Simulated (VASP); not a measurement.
Ta3Ti:

```
Ti Ta
1.0
     4.34000    0.00000    0.00000
     0.00000    4.34000    0.00000
     0.00000    0.00000    4.34000
Ti Ta
1 3
Direct
  0.00000 0.00000 0.00000
  0.00000 0.50000 0.50000
  0.50000 0.00000 0.50000
  0.50000 0.50000 0.00000
```

* Program: VASP 6.6.1
* Task: relaxation of cell and atoms
* Functional: PBE
* Potentials or basis: VASP PAW PBE potentials, release 64 (Ti_sv, Ta_pv)
* Cutoff: 500 eV
* k mesh: 5 × 5 × 5
* Occupations: methfessel-paxton, width 0.1 eV
* Spin: no spin polarisation

At the start: pressure -14.8 GPa; volume 20.44 Å³/atom.

**Question.** How do energy, volume and symmetry change on relaxing?

**Answer.** Over 7 steps the energy falls by 104.3 meV/atom and the volume is 18.36 Å³/atom (-10.2 %); space group Pm-3m (No. 221, to 0.1 Å) before and after.

Step by step:
| step | energy change (eV) | largest force (eV/Å) | pressure (GPa) | volume (Å³) |
| --- | --- | --- | --- | --- |
| 1 | 0.0000 | 0.0000 | -14.78 | 81.75 |
| 2 | 1.0069 | 0.0000 | 43.65 | 61.41 |
| 3 | -0.4155 | 0.0000 | -1.14 | 73.93 |
| 4 | -0.4171 | 0.0000 | -0.19 | 73.52 |
| 5 | -0.4172 | 0.0000 | 0.18 | 73.36 |
| 6 | -0.4171 | 0.0000 | -0.26 | 73.55 |
| 7 | -0.4172 | 0.0000 | 0.01 | 73.44 |

Final structure:
```yaml
crystal:
  lattice:
    - [4.18767, 0.00000, 0.00000]
    - [0.00000, 4.18767, 0.00000]
    - [0.00000, 0.00000, 4.18767]
  atoms:
    - { symbol: Ti, position: [0.00000, 0.00000, 0.00000] }
    - { symbol: Ta, position: [0.00000, 0.50000, 0.50000] }
    - { symbol: Ta, position: [0.50000, 0.00000, 0.50000] }
    - { symbol: Ta, position: [0.50000, 0.50000, 0.00000] }
```
